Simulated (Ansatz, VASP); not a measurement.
# One calculation of Fe, two programs

File INCAR:

```
PREC = Accurate
ENCUT = 600
EDIFF = 1E-7
ISMEAR = -1
SIGMA = 0.05
LREAL = False
LASPH = True
NELM = 150
ALGO = Normal
ISIF = 3
LWAVE = False
LCHARG = False
ISPIN = 2
MAGMOM = 3
LORBIT = 11
LMAXMIX = 4
GGA = PS
IVDW = 13
IBRION = 2
NSW = 80
EDIFFG = -0.02
```

KPOINTS

```
regular mesh
0
Gamma
  13 13 13
```

The input POSCAR:

```
Fe
1.0
   -1.4430000000      1.4430000000      1.4430000000
    1.4430000000     -1.4430000000      1.4430000000
    1.4430000000      1.4430000000     -1.4430000000
Fe
1
Direct
    0.0000000000      0.0000000000      0.0000000000
```

File input.yaml:

```yaml
crystal:
  lattice:
    - [-1.443, 1.443, 1.443]
    - [1.443, -1.443, 1.443]
    - [1.443, 1.443, -1.443]
  atoms:
    - { symbol: Fe, position: [0.0, 0.0, 0.0], spin: 3.0 }
kpoints:
  mp_grid: { grid: [13, 13, 13] }
scf:
  occupations: { method: fermi_dirac, width: 0.05 }
hamiltonian:
  xc: pbesol
  dispersion: d4
  pseudopotentials: { kind: all_electron, lapw: { basis_error: 0.001 } }
magnetization:
  spin_polarized: true
output:
  forces: true
  stress: true
relax:
  f_tol: 0.02
  max_steps: 60
  cell: {}
```

Alike in both runs: task relaxation of cell and atoms; functional PBEsol; dispersion D4; k mesh 13 × 13 × 13; occupations fermi-dirac, width 0.05 eV; collinear spin.

|  | VASP | Ansatz |
| --- | --- | --- |
| version | VASP 6.6.1 | Ansatz 0.2.0 |
| potentials or method | VASP PAW PBE potentials, release 64 (Fe), cutoff 600 eV | all-electron LAPW, scalar-relativistic |

VASP gave:

| Item | Value |
| --- | --- |
| net moment per atom (μB) | 2.05 |
| size of the moment on the site where the two differ most (μB) | 2.03 |
| relaxed volume (Å³/atom) | 10.64 |
| relaxed length of the cell vector where the two differ most in proportion (Å) | 2.400 |

Which values does Ansatz return?

net moment per atom (μB): 2.04; size of the moment on the site where the two differ most (μB): 2.07; relaxed volume (Å³/atom): 10.65; relaxed length of the cell vector where the two differ most in proportion (Å): 2.401.

VASP's potentials were made for PBE, not for PBEsol. Site moments also hang on the region over which each program counts them. Ansatz ran all-electron here, and VASP with PAW potentials.
